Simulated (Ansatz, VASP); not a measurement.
# Cu in VASP and in Ansatz

INCAR

```
SYSTEM = Cu
PREC     = Accurate       ! precision mode
ENCUT    = 600            ! plane-wave cutoff, eV
EDIFF    = 1E-7           ! SCF threshold, eV
ISMEAR   = 0              ! smearing method
SIGMA    = 0.1            ! smearing width, eV
LREAL    = .FALSE.        ! projectors in reciprocal space
LASPH    = .TRUE.         ! aspherical terms in the spheres
NELM     = 120            ! most SCF steps
ALGO     = Normal         ! electronic algorithm
ISIF     = 3              ! what is computed and relaxed
LWAVE    = .FALSE.        ! write WAVECAR
LCHARG   = .FALSE.        ! write CHGCAR
GGA      = PE             ! functional
IVDW     = 12             ! dispersion correction
IBRION   = 2              ! ionic algorithm
NSW      = 80             ! ionic steps
EDIFFG   = -0.05          ! ionic threshold
GGA_COMPAT= .FALSE.      
NELMIN   = 4
```

The input KPOINTS:

```
regular mesh
0
G
  8 8 8
  0 0 0
```

File POSCAR:

```
Cu
1.0
    0.0000000000      2.2973153324      2.2973153324
    2.2973153324      0.0000000000      2.2973153324
    2.2973153324      2.2973153324      0.0000000000
Cu
1
Direct
    0.0000000000      0.0000000000      0.0000000000
```

Input for Ansatz:

```yaml
crystal:
  lattice:
    - [0.0, 2.2973153324, 2.2973153324]
    - [2.2973153324, 0.0, 2.2973153324]
    - [2.2973153324, 2.2973153324, 0.0]
  atoms:
    - { symbol: Cu, position: [0.0, 0.0, 0.0] }
basis:
  ecutwfc: 420
kpoints:
  mp_grid: { grid: [8, 8, 8] }
hamiltonian:
  xc: pbe
  dispersion: d3bj
scf:
  occupations: { method: gaussian, width: 0.1 }
output:
  forces: true
  stress: true
  eigenvalues: true
relax:
  adjacent_minimum: "off"
  f_tol: 0.05
  max_steps: 60
  cell: { stress_tol: 0.5 }
```

Alike in both runs: task relaxation of cell and atoms; functional PBE; dispersion D3(BJ); k mesh 8 × 8 × 8; occupations gaussian, width 0.1 eV; no spin polarisation.

|  | VASP | Ansatz |
| --- | --- | --- |
| version | VASP 6.6.1 | Ansatz 0.2.0 |
| potentials or method | VASP PAW PBE potentials, release 64 (Cu), cutoff 600 eV | scalar-relativistic, plane waves, PAW |
| valence electrons in the cell | 11 | 19 |

Ansatz gave:

| Property | Result |
| --- | --- |
| gap on the k mesh at the Fermi level, each at its own relaxed structure (eV) | none |
| relaxed volume (Å³/atom) | 11.38 |
| relaxed length of the cell vector where the two differ most in proportion (Å) | 2.525 |

Question: Estimate VASP's values.

Answer: gap on the k mesh at the Fermi level, each at its own relaxed structure (eV): none; relaxed volume (Å³/atom): 11.39; relaxed length of the cell vector where the two differ most in proportion (Å): 2.525.

A gap of «none» marks a metal or a gap that the smearing closes. VASP's potentials hold 11 valence electrons a cell and Ansatz's 19, so a difference there can come from the potentials and not from the codes. Ansatz's warnings: dispersion switch in reach.

Noted on VASP's run: the volume moved by over 15 % at a fixed basis, so the end points are rough.
